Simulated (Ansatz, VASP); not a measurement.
## One calculation of C, two programs

```
C
1.0
     3.63500    0.00000    0.00000
    -1.65948    3.91698    0.00000
     0.00000    0.00000   26.72816
C
14
Direct
  0.50800 0.33600 0.33672
  0.49200 0.66400 0.33672
  0.50800 0.83600 0.38267
  0.49200 0.16400 0.38267
  0.50800 0.33600 0.42861
  0.49200 0.66400 0.42861
  0.49731 0.83343 0.47422
  0.50269 0.16657 0.47422
  0.50120 0.33445 0.51997
  0.49880 0.66555 0.51997
  0.50024 0.83126 0.56571
  0.49976 0.16874 0.56571
  0.49940 0.33054 0.61199
  0.50060 0.66946 0.61199
```

Alike in both runs: task single point; functional LDA; k mesh 8 × 7 × 1; occupations gaussian, width 0.1 eV; no spin polarisation.

|  | VASP | Ansatz |
| --- | --- | --- |
| version | VASP 6.6.1 | Ansatz 0.2.0 |
| potentials or method | VASP PAW LDA potentials, release 64 (C), cutoff 520 eV | scalar-relativistic, plane waves, PAW |
| valence electrons in the cell | 56 | 56 |

Ansatz gave:

- gap on the k mesh at the Fermi level (eV): none
- rms of the force components (eV/Å): 2.375

Question: Estimate VASP's values.

Answer: gap on the k mesh at the Fermi level (eV): none; rms of the force components (eV/Å): 2.364.

LDA's correlation is that of Perdew and Zunger in VASP and of Perdew and Wang (1992) in Ansatz. Atom by atom the forces differ by 0.020 eV/Å (rms over components). A gap of «none» marks a metal or a gap that the smearing closes.
